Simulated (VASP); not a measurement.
Runs of VASP 6.6.1 on Pb. The structure is that of space group Fm-3m (No. 225), or close to it. The cells are those of the table. 

```tsv
level	cell	k mesh	smearing	gap on the mesh (eV)	pressure (GPa)
r2SCAN	a = 3.580 Å, angles 60.0°, 1 atom	12 × 12 × 12	fermi-dirac 0.1 eV	none	(b)
r2SCAN	a = 3.471 Å, angles 60.0°, 1 atom	12 × 12 × 12	fermi-dirac 0.1 eV	none	2.8
PBE	a = 3.496 Å, angles 60.0°, 1 atom	19 × 19 × 19	fermi-dirac 0.0612256 eV	none	2.6
r2SCAN	a = 3.508 Å, angles 60.0°, 1 atom	12 × 12 × 12	fermi-dirac 0.1 eV	none	(a)
PBE	a = 3.520 Å, angles 60.0°, 1 atom	19 × 19 × 19	fermi-dirac 0.0612256 eV	none	1.6
r2SCAN	a = 3.545 Å, angles 60.0°, 1 atom	12 × 12 × 12	fermi-dirac 0.1 eV	none	-0.3
PBE	a = 3.615 Å, angles 60.0°, 1 atom	19 × 19 × 19	fermi-dirac 0.0612256 eV	none	-1.6
```

Alike in all rows: task single point; potentials or basis VASP PAW PBE potentials, release 64 (Pb_d); no spin polarisation; cutoff (eV) 520.

Q: Estimate the missing entries.

A: (a) 1.2; (b) -1.5.

Caveats: spin-orbit coupling is left out, which moves the levels of the heavy elements; the PAW data sets were made with another functional, which shifts forces and pressure a little (at least some runs).

A k mesh can miss the band edges, and the runs leave out spin-orbit coupling on Pb.

A gap of «none» marks levels without a gap at the run's occupations.
